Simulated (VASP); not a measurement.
Runs of VASP 6.6.1 on BP (rocksalt type). The structure is that of space group Fm-3m (No. 225), or close to it. The cells are those of the table. 

| task | cell | cutoff (eV) | gap on the mesh (eV) | pressure (GPa) |
| --- | --- | --- | --- | --- |
| single point | a = 2.503 Å, angles 60.0°, 2 atoms | 520 | none | (a) |
| single point | a = 2.633 Å, angles 60.0°, 2 atoms | 520 | none | (b) |
| relaxation of cell and atoms | relaxed from a = 3.047 Å, angles 60.0°, 2 atoms | 600 | none | 0.0 |
| single point | a = 3.055 Å, angles 60.0°, 2 atoms | 520 | none | -0.2 |
| single point | a = 2.738 Å, angles 60.0°, 2 atoms | 520 | none | 96.2 |
| single point | a = 2.836 Å, angles 60.0°, 2 atoms | 520 | none | 53.8 |
| single point | a = 2.993 Å, angles 60.0°, 2 atoms | 520 | none | 10.8 |
| single point | a = 2.928 Å, angles 60.0°, 2 atoms | 520 | none | 25.6 |

Alike in all rows: level PBE; potentials or basis VASP PAW PBE potentials, release 64 (B, P); no spin polarisation; k mesh 17 × 17 × 17; smearing fermi-dirac 0.08 eV.

Problem. Estimate the missing entries.

Solution. (a) 277.6; (b) 160.7.

A gap of «none» marks levels without a gap at the run's occupations.
